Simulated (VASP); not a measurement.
# BeTeS4 (P-6m2) in VASP: notebook

Runs on BeTeS4. Level: PBE. Tasks: single point.

Program: VASP 6.6.1. These are calculated values, not measurements. Logs are shortened: lines on timing, memory, paths and dates and some standing lists are left out, and cuts for length are marked.

## Step 1: The cell of the first run

The structure is hexagonal, space group P-6m2 (No. 187). Conventional cell: a = 3.594 Å, b = 3.594 Å, c = 12.350 Å, α = 90.00°, β = 90.00°, γ = 120.00°. Be (site symmetry -6m2) has 6 S at 2.35 Å within 3.1 Å. Within 3.6 Å of Te (site symmetry -6m2) lie 6 S at 2.69 Å and 6 Te at 3.59 Å. Within 2.9 Å of S (site symmetry 3m) lie 1 S at 2.19 Å and 3 Be at 2.35 Å. S (site symmetry 3m) has 3 Te at 2.69 Å and 7 S at 3.43 to 3.59 Å within 3.6 Å.

The cell was generated, and may not be a known phase.

## Step 2: Single point, PBE

The input, INCAR:

```
ALGO = Normal
EDIFF = 1E-6
ENCUT = 600
GGA = PE
GGA_COMPAT = F
ISIF = 2
ISMEAR = 0
LASPH = T
LCHARG = F
LREAL = F
LWAVE = F
NBANDS = 25
NELM = 120
PREC = Accurate
SIGMA = 0.15
```

The input, KPOINTS:

```
k-points
0
Gamma
  4 4 1
```

The input, POSCAR:

```
BeTeS4
1.0
    3.5941761362      0.0000000000      0.0000000000
   -1.7970880681      3.1126478396      0.0000000000
    0.0000000000      0.0000000000     12.3500232786
Be Te S
1 1 4
Direct
    0.0000000000      0.0000000000      0.5000000000
    0.6666666667      0.3333333333      0.0000000000
    0.6666666667      0.3333333333      0.5884963808
    0.0000000000      0.0000000000      0.8609883974
    0.0000000000      0.0000000000      0.1390116026
    0.6666666667      0.3333333333      0.4115036192
```

Potentials or basis: VASP PAW PBE potentials, release 64 (Be, Te, S).

Started as:

```
cat potpaw_PBE.64/Be/POTCAR potpaw_PBE.64/Te/POTCAR potpaw_PBE.64/S/POTCAR > POTCAR
mpirun -np 1 vasp_std > vasp.out
```

OUTCAR:

```text
EDIFF = 1E-6
   ENCUT = 600
   GGA = PE
   ISIF = 2
   ISMEAR = 0
   LASPH = T
   LREAL = F
   NELM = 120
   PREC = Accurate

 ion  position               nearest neighbor table
   1  0.000  0.000  0.500-   3 2.35   6 2.35   3 2.35   6 2.35   3 2.35   6 2.35
   2  0.667  0.333  0.000-   4 2.69   5 2.69   4 2.69   5 2.69   4 2.69   5 2.69
   3  0.667  0.333  0.588-   6 2.19   1 2.35   1 2.35   1 2.35
   4  0.000  0.000  0.861-   2 2.69   2 2.69   2 2.69
   5  0.000  0.000  0.139-   2 2.69   2 2.69   2 2.69
   6  0.667  0.333  0.412-   3 2.19   1 2.35   1 2.35   1 2.35

  LATTYP: Found a hexagonal cell.
 ALAT       =     3.5941761362
 C/A-ratio  =     3.4361207717

  Lattice vectors:

 A1 = (   3.5941761362,   0.0000000000,   0.0000000000)
 A2 = (  -1.7970880681,   3.1126478396,   0.0000000000)
 A3 = (   0.0000000000,   0.0000000000,  12.3500232786)

Analysis of symmetry for initial positions (statically):
=====================================================================
 Subroutine PRICEL returns:
 Original cell was already a primitive cell.

 Routine SETGRP: Setting up the symmetry group for a
 hexagonal supercell.

 Subroutine GETGRP returns: Found 12 space group operations
 (whereof 12 operations were pure point group operations)
 out of a pool of 24 trial point group operations.

The static configuration has the point symmetry D_3h.

Analysis of symmetry for dynamics (positions and initial velocities):
=====================================================================
 Subroutine PRICEL returns:
 Original cell was already a primitive cell.

 Routine SETGRP: Setting up the symmetry group for a
 hexagonal supercell.

 Subroutine GETGRP returns: Found 12 space group operations
 (whereof 12 operations were pure point group operations)
 out of a pool of 24 trial point group operations.

The dynamic configuration has the point symmetry D_3h.

 Subroutine INISYM returns: Found 12 space group operations
 (whereof 12 operations are pure point group operations),
 and found     1 'primitive' translations

----------------------------------------------------------------------------------------

                                     Primitive cell

  volume of cell :     138.1647

  direct lattice vectors                    reciprocal lattice vectors
     3.594176136  0.000000000  0.000000000     0.278227878  0.160634940  0.000000000
    -1.797088068  3.112647840  0.000000000     0.000000000  0.321269881  0.000000000
     0.000000000  0.000000000 12.350023279     0.000000000  0.000000000  0.080971507

  length of vectors
     3.594176136  3.594176136 12.350023279     0.321269881  0.321269881  0.080971507

  position of ions in fractional coordinates (direct lattice)
     0.000000000  0.000000000  0.500000000
     0.666666667  0.333333333  0.000000000
     0.666666667  0.333333333  0.588496381
     0.000000000  0.000000000  0.860988397
     0.000000000  0.000000000  0.139011603
     0.666666667  0.333333333  0.411503619

  ion indices of the primitive-cell ions
   primitive index   ion index
                 1           1
                 2           2
                 3           3
                 4           4
                 5           5
                 6           6

----------------------------------------------------------------------------------------

 KPOINTS: k-points

Automatic generation of k-mesh.
 Grid dimensions read from file:
 generate k-points for:    4    4    1

 Generating k-lattice:

  Cartesian coordinates                     Fractional coordinates (reciprocal lattice)
     0.069556970  0.040158735  0.000000000     0.250000000  0.000000000  0.000000000
     0.000000000  0.080317470  0.000000000     0.000000000  0.250000000  0.000000000
     0.000000000  0.000000000  0.080971507     0.000000000  0.000000000  1.000000000

  Length of vectors
     0.080317470  0.080317470  0.080971507

  Shift w.r.t. Gamma in fractional coordinates (k-lattice)
     0.000000000  0.000000000  0.000000000

 Subroutine IBZKPT returns following result:
 ===========================================

 Found      4 irreducible k-points:

 Following reciprocal coordinates:
            Coordinates               Weight
  0.000000  0.000000  0.000000      1.000000
  0.250000  0.000000  0.000000      6.000000
  0.500000  0.000000  0.000000      3.000000
  0.250000  0.250000  0.000000      6.000000
   k-points           NKPTS =      4   k-points in BZ     NKDIM =      4   number of bands    NBANDS=     25
   number of dos      NEDOS =    301   number of ions     NIONS =      6
   total plane-waves  NPLWV =  90000
   dimension x,y,z NGX =    30 NGY =   30 NGZ =  100
   dimension x,y,z NGXF=    60 NGYF=   60 NGZF=  200
   ions per type =               1   1   4
   NGX,Y,Z   is equivalent  to a cutoff of  13.88, 13.88, 13.46 a.u.
   NGXF,Y,Z  is equivalent  to a cutoff of  27.75, 27.75, 26.92 a.u.
 SYSTEM =  unknown system
   PREC   = accura    normal or accurate (medium, high low for compatibility)
   ISTART =      0    job   : 0-new  1-cont  2-samecut
   ICHARG =      2    charge: 1-file 2-atom 10-const
   ISPIN  =      1    spin polarized calculation?
   LNONCOLLINEAR =      F non collinear calculations
   LSORBIT =      F    spin-orbit coupling
   LASPH  =      T    aspherical Exc in radial PAW
   ENCUT  =  600.0 eV  44.10 Ry    6.64 a.u.   7.18  7.18 24.67*2*pi/ulx,y,z
   NELM   =    120;   NELMIN=  2; NELMDL= -5     # of ELM steps
   EDIFF  = 0.1E-05   stopping-criterion for ELM
   LREAL  =      F    real-space projection
   EDIFFG = 0.1E-04   stopping-criterion for IOM
   NSW    =      0    number of steps for IOM
   IBRION =     -1    ionic relax: 0-MD 1-quasi-New 2-CG
   NFREE  =      0    steps in history (QN), initial steepest desc. (CG)
   ISIF   =      2    stress and relaxation
   ISYM   =      2    0-nonsym 1-usesym 2-fastsym
   POTIM  = 0.5000    time-step for ionic-motion
   TEBEG  =    0.0;   TEEND  =   0.0 temperature during run
   PSTRESS=    0.0 pullay stress
   NELECT =      32.0000    total number of electrons
   NUPDOWN=      -1.0000    fix difference up-down
   EMIN   =  10.00;   EMAX   =-10.00  energy-range for DOS
   EFERMI =   0.00;   METHOD = LEGACY
   ISMEAR =     0;   SIGMA  =   0.15  broadening in eV -4-tet -1-fermi 0-gaus
   EFERMI_NEDOS =   21; number of points for ismear=-14 and -15
   IALGO  =     38    algorithm
   IMIX   =      4    mixing-type and parameters
     AMIX     =   0.40;   BMIX     =  1.00
     AMIX_MAG =   1.60;   BMIX_MAG =  1.00
  volume/ion in A,a.u.               =      23.03       155.40
  Fermi-wavevector in a.u.,A,eV,Ry     =   1.005370  1.899873 13.752336  1.010768
  Thomas-Fermi vector in A             =   2.138045
   LORBIT       =      0    0 simple, 1 ext, 2 COOP (PROOUT), +10 PAW based schemes
   GGA     = PE    functional components
   LHFCALC =     F    Hartree Fock is set to
   AEXX    =    0.0000 exact exchange contribution
   IVDW    =     0    specifies the selected vdW correction
   LEPSILON=     F    determine dielectric tensor
   LRPA    =     F    only Hartree local field effects (RPA)
 non-spin polarized calculation
 Gauss-broadening in eV      SIGMA  =   0.15
  energy-cutoff  :      600.00
  volume of cell :      138.16
 maximum number of plane-waves:      4632
 NGX is ok and might be reduce to    30
   NGX = 15   NGY = 15   NGZ = 49

 number of electron      32.0000003 magnetization

 Free energy of the ion-electron system (eV)
  ---------------------------------------------------
  ext. energy  EPLUGINS =         0.00000000
  ---------------------------------------------------
  free energy    TOTEN  =       -22.65053737 eV

  energy without entropy =      -22.62856394  energy(sigma->0) =      -22.63955065

 E-fermi :   4.4284     XC(G=0):  -8.8135

 val. band max:        4.3868718448   @ k =   0.0000   0.0000   0.0000
 cond. band min:       4.5061015451   @ k =   0.5000   0.0000   0.0000
 fundamental gap:      0.1192297003
 Fermi energy:         4.4283668375

 k-point     1 :       0.0000    0.0000    0.0000
  band No.  band energies     occupation
      1     -11.7353      2.00000
      2     -11.3833      2.00000
      3      -9.1309      2.00000
      4      -7.4726      2.00000
      5      -5.3886      2.00000
      6      -0.9002      2.00000
      7       0.5958      2.00000
      8       1.3090      2.00000
      9       1.3090      2.00000
     10       1.8266      2.00000
     11       1.8266      2.00000
     12       2.9404      2.00000
     13       3.1882      2.00000
     14       3.1882      2.00000
     15       4.3869      1.30437
     16       4.3869      1.30436
     17       5.0653      0.00000
     18       5.2651      0.00000
     19       5.2651      0.00000
     20       6.0675      0.00000
     21       6.2320      0.00000
     22       8.4283      0.00000
     23       8.4283      0.00000
     24       9.5687      0.00000
     25       9.5851      0.00000

 k-point     2 :       0.2500    0.0000    0.0000
  band No.  band energies     occupation
      1     -11.0598      2.00000
      2     -10.9459      2.00000
      3      -8.6424      2.00000
      4      -7.0875      2.00000
      5      -5.8445      2.00000
      6      -1.1411      2.00000
      7      -0.8692      2.00000
      8      -0.4140      2.00000
      9      -0.0920      2.00000
     10       0.6726      2.00000
     11       0.7777      2.00000
     12       1.7912      2.00000
     13       2.3640      2.00000
     14       2.7706      2.00000
     15       3.1064      2.00000
     16       4.0164      1.99990
     17       5.0065      0.00000
     18       5.8583      0.00000
     19       6.0419      0.00000
     20       6.6844      0.00000
     21       6.9829      0.00000
     22       9.3119      0.00000
     23       9.8560      0.00000
     24      10.1465      0.00000
     25      10.4613      0.00000

 k-point     3 :       0.5000    0.0000    0.0000
  band No.  band energies     occupation
      1     -10.6665      2.00000
      2      -9.4486      2.00000
      3      -8.0102      2.00000
      4      -7.4617      2.00000
      5      -6.6222      2.00000
      6      -2.4387      2.00000
      7      -1.6927      2.00000
      8      -1.6198      2.00000
      9      -0.2894      2.00000
     10       0.0676      2.00000
     11       0.1933      2.00000
     12       0.7901      2.00000
     13       2.1552      2.00000
     14       2.3834      2.00000
     15       2.4179      2.00000
     16       3.6944      2.00000
     17       4.5061      0.46363
     18       5.7461      0.00000
     19       6.2059      0.00000
     20       6.3218      0.00000
     21       6.5824      0.00000
     22       8.8925      0.00000
     23       9.7630      0.00000
     24      10.1372      0.00000
     25      10.7066      0.00000

 k-point     4 :       0.2500    0.2500    0.0000
  band No.  band energies     occupation
      1     -10.6712      2.00000
      2      -9.5735      2.00000
      3      -8.0255      2.00000
      4      -7.1361      2.00000
      5      -6.6297      2.00000
      6      -1.9299      2.00000
      7      -1.7732      2.00000
      8      -1.2280      2.00000
      9      -0.9888      2.00000
     10      -0.7470      2.00000
     11      -0.2543      2.00000
     12       1.1920      2.00000
     13       1.3526      2.00000
     14       2.4249      2.00000
     15       2.8291      2.00000
     16       3.0591      2.00000
     17       4.8274      0.00017
     18       6.1536      0.00000
     19       6.4401      0.00000
     20       7.1011      0.00000
     21       9.2158      0.00000
     22       9.4988      0.00000
     23       9.8541      0.00000
     24      10.4695      0.00000
     25      11.0589      0.00000

------------------------ aborting loop because EDIFF is reached ----------------------------------------

  FORCE on cell =-STRESS in cart. coord.  units (eV):
  Direction    XX          YY          ZZ          XY          YZ          ZX
  --------------------------------------------------------------------------------------
  -------------------------------------------------------------------------------------
  Total       -0.0833026     -0.0833026     -0.3268957      0.0000000     -0.0000000      0.0000000
  in kB       -0.9659881     -0.9659881     -3.7907286      0.0000000     -0.0000000      0.0000000
  external PRESSURE =      -1.9075683 kB  Pullay stress =       0.0000000 kB

 VOLUME and BASIS-vectors are now :
 -----------------------------------------------------------------------------
  energy-cutoff  :      600.00
  volume of cell :      138.16
      direct lattice vectors                 reciprocal lattice vectors
     3.594176136  0.000000000  0.000000000     0.278227878  0.160634940  0.000000000
    -1.797088068  3.112647840  0.000000000     0.000000000  0.321269881  0.000000000
     0.000000000  0.000000000 12.350023279     0.000000000  0.000000000  0.080971507

 POSITION                                       TOTAL-FORCE (eV/Angst)
 -----------------------------------------------------------------------------------
      0.00000      0.00000      6.17501        -0.000000      0.000000      0.000000
      1.79709      1.03755      0.00000         0.000000      0.000000      0.000000
      1.79709      1.03755      7.26794        -0.000000      0.000000     -0.118353
      0.00000      0.00000     10.63323        -0.000000      0.000000     -0.011318
      0.00000      0.00000      1.71680        -0.000000      0.000000      0.011318
      1.79709      1.03755      5.08208        -0.000000     -0.000000      0.118353
 -----------------------------------------------------------------------------------
    total drift:                               -0.000000      0.000000      0.000000

  FREE ENERGIE OF THE ION-ELECTRON SYSTEM (eV)
  ---------------------------------------------------
  free  energy   TOTEN  =       -22.6505373665 eV

  energy  without entropy=      -22.6285639413  energy(sigma->0) =      -22.63955065
```

It took 29 s on 1 thread of Intel Xeon 8259CL, shared host; peak memory 0.25 GiB.

Results:

```
Free energy            : -22.6505 eV
Pressure               : -0.2 GPa
Largest force          : 0.118 eV/Å
Band gap on the k mesh : 0.12 eV (least direct gap 0.68 eV)
```

Forces on the atoms (eV/Å):
```
Be   0.000  0.000  0.000
Te   0.000  0.000  0.000
S    0.000  0.000 -0.118
S    0.000  0.000 -0.011
S    0.000  0.000  0.011
S    0.000  0.000  0.118
```

Caveat: the k points lie up to 0.51 Å⁻¹ apart; spin-orbit coupling is left out, which moves the levels of the heavy elements; this functional lacks dispersion, which binds layers or chains, so the pressure and a relaxed spacing across them are unreliable. A k mesh can miss the band edges.

## Step 3: Single point, PBE

This run uses another cell than the first one, of 18.86 Å³/atom.

The input, INCAR:

```
PREC = Accurate
ENCUT = 600
EDIFF = 1E-6
ISMEAR = 0
SIGMA = 0.15
LREAL = False
LASPH = True
NELM = 120
ALGO = Normal
ISIF = 2
LWAVE = False
LCHARG = False
GGA = PE
NBANDS = 25
GGA_COMPAT = False
```

The input, KPOINTS:

```
regular mesh
0
Gamma
  3 3 3
```

The input, POSCAR:

```
BeTeS4
1.0
    6.5966283977     -0.0000000032      0.0000000000
   -3.2983141961      5.7128477733      0.0000000000
    0.0000000000      0.0000000000      3.0025194900
Be Te S
1 1 4
Direct
    0.3333333333      0.6666666667      0.0000000000
    0.0000000000      0.0000000000      0.0000000000
    0.6666666667      0.3333333333      0.0000000000
    0.4756049891     -0.0487900219      0.5000000000
    1.0487900219      0.5243950109      0.5000000000
    0.4756049891      0.5243950109      0.5000000000
```

Potentials or basis: VASP PAW PBE potentials, release 64 (Be, Te, S).

Started as:

```
cat potpaw_PBE.64/Be/POTCAR potpaw_PBE.64/Te/POTCAR potpaw_PBE.64/S/POTCAR > POTCAR
mpirun -np 1 vasp_std > vasp.out
```

It took 26 s on 1 thread of Intel Xeon 8259CL, shared host; peak memory 0.22 GiB.

The run converged. Its results:

| Property | Result |
| --- | --- |
| Free energy | -20.2892 eV |
| Pressure | -0.1 GPa |
| Largest force | 0.005 eV/Å |
| Band gap on the k mesh | zero (bands 16 and 17 overlap by 0.74 eV) |

Forces in eV/Å, atoms in the order of the input:
```
Be   0.000  0.000  0.000
Te   0.000  0.000  0.000
S    0.000  0.000  0.000
S    0.000 -0.005  0.000
S    0.004  0.002  0.000
S   -0.004  0.002  0.000
```

Stress tensor (GPa, compression positive):
```
 0.14  0.00  0.00
 0.00  0.14  0.00
 0.00  0.00 -0.49
```

Levels at points of the mesh, in eV from the Fermi level:
```
           k point  band 13  band 14  band 15  band 16  band 17  band 18
(0.00, 0.00, 0.00)     0.03     0.03     0.34     0.34     0.63     1.07
```

Caveat: the k points lie up to 0.70 Å⁻¹ apart, too coarse for converged energies and pressures of a metal; semilocal functionals underestimate gaps, and a narrow one can read as zero; spin-orbit coupling is left out, which moves the levels of the heavy elements.

## Step 4: Single point, PBE

This run uses another cell than the first one, of 21.36 Å³/atom.

The input, INCAR:

```
PREC = Accurate ; ENCUT = 600
EDIFF = 1E-6 ; ISMEAR = 0
SIGMA = 0.15 ; LREAL = False
LASPH = True ; NELM = 120
ALGO = Normal ; ISIF = 2
LWAVE = False ; LCHARG = False
GGA = PE ; NBANDS = 25
GGA_COMPAT = False
```

The input, KPOINTS:

```
regular mesh
0
Gamma
  3 3 2
```

The input, POSCAR:

```
BeTeS4
1.0
    4.1871480031      0.0000000000      0.0000000000
   -2.0935740015      3.6261765401      0.0000000000
    0.0000000000      0.0000000000      8.4393178699
Be Te S
1 1 4
Direct
    0.6666666667      0.3333333333      0.5000000000
    0.3333333333      0.6666666667      0.5000000000
    0.0000000000      0.0000000000      0.0000000000
    0.3333333333      0.6666666667      0.1882140656
    0.3333333333      0.6666666667      0.8117859344
    0.6666666667      0.3333333333      0.0000000000
```

Started as:

```
cat potpaw_PBE.64/Be/POTCAR potpaw_PBE.64/Te/POTCAR potpaw_PBE.64/S/POTCAR > POTCAR
mpirun -np 1 vasp_std > vasp.out
```

Run time: 36 s. Hardware: 1 thread of Intel Xeon 8259CL, shared host; peak memory 0.26 GiB.

It converged, with:

- Free energy: -18.8230 eV
- Pressure: -0.1 GPa
- Band gap on the k mesh: zero (bands 16 and 17 overlap by 0.03 eV)

Forces on the atoms (eV/Å):
```
Be   0.000  0.000  0.000
Te   0.000  0.000  0.000
S    0.000  0.000  0.000
S    0.000  0.000  0.002
S    0.000  0.000 -0.002
S    0.000  0.000  0.000
```

Stress tensor (GPa, compression positive):
```
-0.13  0.00  0.00
 0.00 -0.13  0.00
 0.00  0.00  0.06
```

Levels at points of the mesh, in eV from the Fermi level:
| k point | band 13 | band 14 | band 15 | band 16 | band 17 | band 18 | band 19 | band 20 |
| --- | --- | --- | --- | --- | --- | --- | --- | --- |
| (0.00, 0.00, 0.00) | -2.68 | -2.41 | -1.42 | -1.42 | 0.02 | 0.52 | 1.83 | 1.83 |
| (0.00, 0.00, 0.50) | -3.23 | -0.99 | -0.99 | -0.35 | 0.01 | 0.65 | 0.83 | 1.69 |

Caveat: the k points lie up to 0.58 Å⁻¹ apart; semilocal functionals underestimate gaps, and a narrow one can read as zero; spin-orbit coupling is left out, which moves the levels of the heavy elements.

## Step 5: The runs side by side

```tsv
cell	k mesh	gap on the mesh (eV)	pressure (GPa)
a = 3.594, b = 3.594, c = 12.350 Å, angles 90.0, 90.0, 120.0°, 6 atoms, atomic positions A	4 × 4 × 1	0.12	-0.2
a = 6.597, b = 6.597, c = 3.003 Å, angles 90.0, 90.0, 120.0°, 6 atoms, atomic positions B	3 × 3 × 3	none	-0.1
a = 4.187, b = 4.187, c = 8.439 Å, angles 90.0, 90.0, 120.0°, 6 atoms, atomic positions C	3 × 3 × 2	none	-0.1
```

Alike in all rows: task single point; level PBE; potentials or basis VASP PAW PBE potentials, release 64 (Be, Te, S); no spin polarisation; cutoff (eV) 600; smearing gaussian 0.15 eV.

Caveats: all runs use coarse meshes; spin-orbit coupling is left out, which moves the levels of the heavy elements; semilocal functionals underestimate gaps, and a narrow one can read as zero (at least some runs); this functional lacks dispersion, which binds layers or chains, so the pressure and a relaxed spacing across them are unreliable (at least some runs).

Absolute energies hang on the potentials; compare differences alone.

The gap in the log of VASP goes by the Fermi energy; the results here count the filled bands.